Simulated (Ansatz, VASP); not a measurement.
**One calculation of Mn, two programs**

INCAR

```
ALGO = Normal ; EDIFF = 1E-7
ENCUT = 520 ; GGA = RE
ISIF = 2 ; ISMEAR = -1
LASPH = T ; LCHARG = F
LREAL = F ; LWAVE = F
NBANDS = 26 ; NELM = 100
PREC = Accurate ; SIGMA = 0.1
```

File KPOINTS:

```
k-points
0
Gamma
  10 10 14
```

POSCAR

```
Mn
1.0
    3.9260683256      0.0000000000      0.0000000000
   -1.9630341628      3.4000749070      0.0000000000
    0.0000000000      0.0000000000      2.4613718334
Mn
3
Direct
    0.0000000000      0.0000000000      0.0000000000
    0.3333333333      0.6666666667      0.5000000000
    0.6666666667      0.3333333333      0.5000000000
```

Input for Ansatz:

```yaml
crystal:
  lattice:
    - [3.9260683256, 0.0, 0.0]
    - [-1.9630341628, 3.400074907, 0.0]
    - [0.0, 0.0, 2.4613718334]
  atoms:
    - { symbol: Mn, position: [0.0, 0.0, 0.0] }
    - { symbol: Mn, position: [0.3333333333, 0.6666666667, 0.5] }
    - { symbol: Mn, position: [0.6666666667, 0.3333333333, 0.5] }
hamiltonian:
  xc: revpbe
  pseudopotentials:
    kind: paw
    azcp:
      Mn: "pseudopotentials/Mn.paw.azcp"
basis:
  ecutwfc: 420
  fft_grid_basis: typed
kpoints:
  mp_grid: { grid: [10, 10, 14], shift: [0, 0, 0] }
magnetization:
  spin_polarized: false
scf:
  occupations: { method: fermi_dirac, width: 0.1 }
  lower_state_search: "off"
output:
  stress: true
```

Alike in both runs: task single point; functional revPBE; k mesh 10 × 10 × 14; occupations fermi-dirac, width 0.1 eV; no spin polarisation.

```csv
,VASP,Ansatz
version,VASP 6.6.1,Ansatz 0.2.0
potentials or method,"VASP PAW PBE potentials, release 64 (Mn_pv), cutoff 520 eV","plane waves (420 eV) with PAW, scalar-relativistic"
valence electrons in the cell,39,45
```

Ansatz gave:

```
pressure (GPa)                                                : 0.0
traceless stress, the component that is largest in VASP (GPa) : 0.00
```

Problem. Estimate VASP's values.

Solution. Pressure (GPa): 0.1; traceless stress, the component that is largest in VASP (GPa): -0.10.

VASP's potentials were made for PBE, not for revPBE. VASP's potentials hold 39 valence electrons a cell and Ansatz's 45, so a difference there can come from the potentials and not from the codes.
